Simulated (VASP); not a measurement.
Crystal: I.

```xyz
4
Lattice="3.6350 -2.3950 0.0000 3.6350 2.3950 0.0000 0.0000 0.0000 9.7934" Properties=species:S:1:pos:R:3 pbc="T T T"
I     3.6350   -0.7152    3.7646
I     3.6350    1.6799    1.1321
I     3.6350    0.7152    6.0288
I     3.6350   -1.6799    8.6613
```

Base run:

```yaml
Program: VASP 6.6.1
Functional: PBE
Potentials_or_basis: VASP PAW PBE potentials, release 64 (I)
Cutoff: 520 eV
k_mesh: 7 × 7 × 3
Occupations: fermi-dirac, width 0.05 eV
Spin: no spin polarisation
```

Its results: band gap on the k mesh 1.33 eV, indirect (least direct gap 1.41 eV); pressure 1.7 GPa; largest force 0.844 eV/Å.

Question: After a change of settings the same cell gave: band gap on the k mesh 1.24 eV, indirect (least direct gap 1.31 eV); pressure -0.9 GPa; largest force 0.727 eV/Å. Which change was it?
A. k mesh from 7 × 7 × 3 to 4 × 4 × 2
B. functional from PBE to r2SCAN; further incar settings from ALGO = Normal; EDIFF = 1e-06; NBANDS = 22 to ALGO = Normal; EDIFF = 1e-07; NBANDS = 22
C. functional from PBE to LDA; potentials or basis from VASP PAW PBE potentials, release 64 (I) to VASP PAW LDA potentials, release 64 (I)

Answer: C.

Caveats: spin-orbit coupling is left out, which moves the levels of the heavy elements.
